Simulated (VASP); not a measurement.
Input of a VASP 6.6.1 run:

INCAR

```
SYSTEM = WS2
ALGO     = Normal         ! electronic algorithm
EDIFF    = 1E-6           ! SCF threshold, eV
ENCUT    = 520            ! plane-wave cutoff, eV
GGA      = PE             ! functional
ISIF     = 2              ! what is computed and relaxed
ISMEAR   = -1             ! smearing method
LASPH    = .TRUE.         ! aspherical terms in the spheres
LCHARG   = .FALSE.        ! write CHGCAR
LREAL    = .FALSE.        ! projectors in reciprocal space
LWAVE    = .FALSE.        ! write WAVECAR
NBANDS   = 20             ! bands
NELM     = 100            ! most SCF steps
PREC     = Accurate       ! precision mode
SIGMA    = 0.05           ! smearing width, eV
```

KPOINTS

```
k-points
0
G
  10 10 3
  0 0 0
```

POSCAR

```
WS2
1.0
    2.6258356217      0.0000000000      0.0000000000
    0.0000000000      2.6258356217      0.0000000000
    0.0000000000      0.0000000000      9.3556861720
W S
1 2
Direct
    0.5000000000      0.5000000000      0.5000000000
    0.5000000000      0.5000000000      0.7656600000
    0.5000000000      0.5000000000      0.2343400000
```

Potentials or basis: VASP PAW PBE potentials, release 64 (W_sv, S).

The run is started by

```bash
$ cat potpaw_PBE.64/W_sv/POTCAR potpaw_PBE.64/S/POTCAR > POTCAR
$ mpirun -np 1 vasp_std > vasp.out
```

(1) Estimate the pressure.

(2) What does it give for the largest force?

(3) What does it give for the band gap on the k mesh?

Answers

(1) -3.4 GPa.

(2) 0.300 eV/Å.

(3) zero (band 13 reaches 7.34 eV, above the bottom of band 14 at 3.83 eV).

Caveat: spin-orbit coupling is left out, which moves the levels of the heavy elements; this functional lacks dispersion, which binds the layers, so the pressure and a relaxed spacing across them are unreliable.
